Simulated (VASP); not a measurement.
# AlGa3N4: single point with r2SCAN

The system is AlGa3N4.

```
CELL_PARAMETERS angstrom
5.15667 0.00000 0.00010
0.00000 3.17393 0.00000
-0.00362 0.00000 5.49534
ATOMIC_POSITIONS crystal
Al 0.00054 0.50000 0.66728
Ga 0.49916 0.50000 0.33504
Ga 0.49929 0.00000 0.83148
Ga 0.99985 0.00000 0.16622
N 0.11943 0.50000 0.34059
N 0.11735 0.00000 0.82595
N 0.62026 0.00000 0.16621
N 0.63173 0.50000 0.66724
```

```yaml
Program: VASP 6.6.1
Task: single point
Functional: r2SCAN
Potentials_or_basis: VASP PAW PBE potentials, release 64 (Al, Ga_d, N)
Cutoff: 520 eV
k_mesh: 6 × 8 × 4
Occupations: gaussian, width 0.02 eV
Spin: no spin polarisation
Dipole_correction: no
Further_INCAR_settings: ALGO = Normal; EDIFF = 1e-06; NBANDS = 41
```

The pressure is -1.3 GPa, the largest force is 0.086 eV/Å and the band gap on the k mesh is 2.81 eV.

Forces on the atoms (eV/Å):
```
Al  -0.003  0.000 -0.004
Ga  -0.004  0.000 -0.003
Ga  -0.012  0.000  0.011
Ga  -0.007  0.000 -0.006
N   -0.019  0.000  0.079
N   -0.045  0.000 -0.073
N    0.004  0.000 -0.003
N    0.085  0.000  0.000
```

Stress tensor (GPa, compression positive):
```
-1.27  0.00  0.01
 0.00 -1.35  0.00
 0.01  0.00 -1.21
```

Levels at points of the mesh, in eV from the valence-band top:
```
           k point  band 27  band 28  band 29  band 30  band 31  band 32  band 33  band 34  band 35  band 36
(0.00, 0.00, 0.00)    -1.06    -0.85    -0.09    -0.03     0.00     2.81     5.20     5.83     6.32     7.04
(0.50, 0.00, 0.00)    -1.68    -0.75    -0.69    -0.36    -0.36     4.96     5.04     5.12     5.63     8.39
(0.00, 0.50, 0.00)    -3.51    -2.09    -2.08    -1.85    -1.79     6.19     6.23     7.47     7.70     8.43
(0.50, 0.50, 0.00)    -3.25    -1.74    -1.47    -1.44    -1.42     6.33     6.47     6.59     6.91     8.51
(0.00, 0.00, 0.50)    -1.83    -0.79    -0.63    -0.57    -0.33     5.07     5.27     6.73     7.13     8.06
(0.50, 0.00, 0.50)    -1.86    -1.63    -1.17    -1.14    -1.10     5.88     5.95     6.07     6.46     8.09
(0.00, 0.50, 0.50)    -2.63    -2.17    -2.13    -1.01    -0.87     5.48     5.80     6.19     6.29     6.58
(0.50, 0.50, 0.50)    -1.85    -1.79    -1.74    -1.67    -1.65     4.93     4.99     5.05     5.48     7.84
```

Wall time 6.1 min on 1 thread of Intel(R) Xeon(R) 6975P-C (Granite Rapids), with other jobs on the host, peak memory 0.34 GiB.

Caveat: the PAW data sets were made with another functional, which shifts forces and pressure a little.
